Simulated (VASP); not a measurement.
Write the native input for VASP 6.6.1 that does the following.

| Item | Value |
| --- | --- |
| Task | single point |
| Functional | PBE |
| Potentials or basis | VASP PAW PBE potentials, release 64 (Ta_pv, As) |
| Cutoff | 520 eV |
| k mesh | 10 × 10 × 10 |
| Occupations | fermi-dirac, width 0.02 eV |
| Spin | no spin polarisation |
| Dipole correction | no |
| Further INCAR settings | ALGO = Normal; EDIFF = 1e-06; NBANDS = 24 |

The structure of TaAs lies in POSCAR:

```
TaAs
1.0
   -1.7308657343      1.7308657343      5.8732723552
    1.7308657343     -1.7308657343      5.8732723552
    1.7308657343      1.7308657343     -5.8732723552
Ta As
2 2
Direct
    0.5001644894      1.0001644894      0.5000000000
    0.7501644894      0.7501644894      0.0000000000
    0.0824349306      0.5824349306      0.5000000000
    0.3324349306      0.3324349306      0.0000000000
```

The input as run:

INCAR

```
SYSTEM = TaAs
PREC = Accurate
ENCUT = 520
EDIFF = 1E-6
ISMEAR = -1
SIGMA = 0.02
LREAL = .False.
LASPH = .True.
NELM = 80
ALGO = Normal
ISIF = 2
LWAVE = .False.
LCHARG = .True.
GGA = PE
LELF = .True.
LVHAR = .True.
NBANDS = 24
```

KPOINTS

```
Automatic mesh
0
Gamma
  10 10 10
  0 0 0
```

Potentials or basis: VASP PAW PBE potentials, release 64 (Ta_pv, As).

Command:

```sh
$ cat potpaw_PBE.64/Ta_pv/POTCAR potpaw_PBE.64/As/POTCAR > POTCAR
$ mpirun -np 1 vasp_std > vasp.out
```

Results of the run:

```json
{"Pressure": "0.4 GPa", "Band gap on the k mesh": "0.02 eV, direct"}
```

Caveat: spin-orbit coupling is left out, which moves the levels of the heavy elements.

Run time: 2.6 min on 1 thread of Intel(R) Xeon(R) 6975P-C (Granite Rapids), on a shared host, peak memory 0.41 GiB.
